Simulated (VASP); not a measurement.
Input of a VASP 6.6.1 run:

Contents of POSCAR:

```
TaN
1.0
    2.2312403102      2.2312403102      0.0000000000
   -2.2312403102      2.2312403102      0.0000000000
    0.0000000000      0.0000000000      4.3569638373
Ta N
2 2
Direct
    0.5000000000      0.5000000000      0.0000000000
    0.0000000000      0.0000000000      0.5000000000
    0.0000000000      0.0000000000      0.0000000000
    0.5000000000      0.5000000000      0.5000000000
```

INCAR.step1

```
ALGO = Normal
EDIFF = 1E-4
ENCUT = 520
GGA = PE
ISMEAR = 0
LASPH = True
LCHARG = False
LREAL = False
LWAVE = True
NBANDS = 24
NELM = 80
PREC = Accurate
SIGMA = 0.1
```

The input INCAR.step2:

```
ALGO = Normal
EDIFF = 1E-7
ENCUT = 520
ISIF = 2
ISMEAR = 0
ISTART = 1
LASPH = True
LCHARG = True
LELF = True
LMIXTAU = True
LREAL = False
LVHAR = True
LWAVE = False
METAGGA = R2SCAN
NBANDS = 24
NELM = 80
PREC = Accurate
SIGMA = 0.1
```

Contents of KPOINTS:

```
k-points
0
Gamma
  16 16 12
```

Potentials or basis: VASP PAW PBE potentials, release 64 (Ta_pv, N).

Command:

```sh
$ cat potpaw_PBE.64/Ta_pv/POTCAR potpaw_PBE.64/N/POTCAR > POTCAR
$ cp INCAR.step1 INCAR
$ mpirun -np 1 vasp_std > vasp.out
$ cp INCAR.step2 INCAR
$ mpirun -np 1 vasp_std > vasp.out
```

(1) What does it give for the pressure?

(2) Estimate the band gap on the k mesh.

Answers

(1) -4.8 GPa.

(2) zero (bands 16 and 17 overlap by 3.95 eV).

Caveat: the cell differs from its parent crystal (biaxial strain in the a-b plane: +1.5 %); the cell stands under tension; the PAW data sets were made with another functional, which shifts forces and pressure a little; spin-orbit coupling is left out, which moves the levels of the heavy elements.
